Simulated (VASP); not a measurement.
PtS2: relaxation of the atoms with PBE

The system is PtS2.

```
Pt S
1.0
     3.32620    0.00000    0.00000
    -1.66310    2.88057    0.00000
     0.00000    0.00000    6.82150
Pt S
1 2
Direct
  0.00000 0.00000 0.00000
  0.33333 0.66667 0.18895
  0.66667 0.33333 0.81105
```

```
Program                : VASP 6.6.1
Task                   : relaxation of the atoms
Functional             : PBE
Potentials or basis    : VASP PAW PBE potentials, release 64 (Pt_sv_GW, S)
Cutoff                 : 450 eV
k mesh                 : 9 × 9 × 4
Occupations            : gaussian, width 0.05 eV
Spin                   : no spin polarisation
Dipole correction      : no
Further INCAR settings : ALGO = Normal; EDIFF = 1e-07; IBRION = 2; EDIFFG = -0.01; NSW = 50
```

* Energy gained by relaxing: 38.4 meV/atom
* Ionic steps: 3
* Pressure after relaxing: 7.8 GPa
* Band gap on the k mesh: 1.30 eV (least direct gap 1.58 eV)

Stress tensor (GPa, compression positive):
```
12.18  0.00  0.00
 0.00 12.18  0.00
 0.00  0.00 -0.84
```

The path:
| step | energy change (eV) | largest force (eV/Å) | pressure (GPa) |
| --- | --- | --- | --- |
| 1 | 0.0000 | 1.3509 | 15.56 |
| 2 | -0.1078 | 0.3261 | 9.72 |
| 3 | -0.1151 | 0.0009 | 7.84 |

Final structure:
```xyz
3
Lattice="3.3262 0.0000 0.0000 -1.6631 2.8806 0.0000 0.0000 0.0000 6.8215" Properties=species:S:1:pos:R:3 pbc="T T T"
Pt    0.0000    0.0000    0.0000
S     0.0000    1.9204    1.3769
S     1.6631    0.9602    5.4446
```

Levels at points of the mesh, in eV from the valence-band top:
| k point | band 12 | band 13 | band 14 | band 15 | band 16 | band 17 | band 18 | band 19 |
| --- | --- | --- | --- | --- | --- | --- | --- | --- |
| (0.00, 0.00, 0.00) | -1.83 | -1.20 | -0.07 | -0.07 | 3.06 | 3.06 | 5.45 | 6.33 |
| (0.00, 0.00, 0.50) | -1.93 | -1.48 | -0.08 | -0.08 | 3.09 | 3.09 | 6.11 | 7.56 |

Wall time 87 s on 1 thread of Intel(R) Xeon(R) Platinum 8375C CPU @ 2.90GHz (Ice Lake), on a shared host, peak memory 0.2 GiB.

Caveat: spin-orbit coupling is left out, which moves the levels of the heavy elements; this functional lacks dispersion, which binds layers or chains, so the pressure and a relaxed spacing across them are unreliable. A k mesh can miss the band edges.
